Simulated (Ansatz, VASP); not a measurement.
# AlAs in VASP and in Ansatz

File INCAR:

```
SYSTEM = AlAs
PREC = Accurate
ENCUT = 500
EDIFF = 1E-6
ISMEAR = 0
SIGMA = 0.05
LREAL = .FALSE.
LASPH = .TRUE.
NELM = 120
ALGO = Normal
ISIF = 2
LWAVE = .FALSE.
LCHARG = .TRUE.
GGA = PS
LELF = .TRUE.
LVHAR = .TRUE.
NBANDS = 11
GGA_COMPAT = .FALSE.
```

KPOINTS

```
Automatic mesh
0
G
  10 10 10
  0 0 0
```

The input POSCAR:

```
AlAs
1.0
    0.0000000000      2.8398033913      2.8398033913
    2.8398033913      0.0000000000      2.8398033913
    2.8398033913      2.8398033913      0.0000000000
Al As
1 1
Direct
    0.0000000000      0.0000000000      0.0000000000
    0.7500000000      0.7500000000      0.7500000000
```

Input for Ansatz:

```yaml
crystal:
  lattice:
    - [0.0, 2.8398033913, 2.8398033913]
    - [2.8398033913, 0.0, 2.8398033913]
    - [2.8398033913, 2.8398033913, 0.0]
  atoms:
    - { symbol: Al, position: [0.0, 0.0, 0.0] }
    - { symbol: As, position: [0.75, 0.75, 0.75] }
basis:
  ecutwfc: 420
  ecutrho_ratio: 4
kpoints:
  mp_grid: { grid: [10, 10, 10] }
hamiltonian:
  xc: pbesol
scf:
  occupations: { method: gaussian, width: 0.05 }
output:
  forces: true
  stress: true
  eigenvalues: true
```

Alike in both runs: task single point; functional PBEsol; k mesh 10 × 10 × 10; occupations gaussian, width 0.05 eV; no spin polarisation.

|  | VASP | Ansatz |
| --- | --- | --- |
| version | VASP 6.6.1 | Ansatz 0.2.0 |
| potentials or method | VASP PAW PBE potentials, release 64 (Al, As), cutoff 500 eV | scalar-relativistic, plane waves, PAW |
| valence electrons in the cell | 8 | 18 |

Ansatz gave:

- gap on the k mesh at the Fermi level (eV): 1.35
- least direct gap on the mesh (eV): 1.89
- pressure (GPa): -0.2

Q: What did VASP give for the same quantities?

A: gap on the k mesh at the Fermi level (eV): 1.34; least direct gap on the mesh (eV): 1.90; pressure (GPa): 0.1.

VASP's potentials were made for PBE, not for PBEsol. The functional is the same, so the differences come from potentials, cutoffs and numerics. VASP's potentials hold 8 valence electrons a cell and Ansatz's 18, so a difference there can come from the potentials and not from the codes.
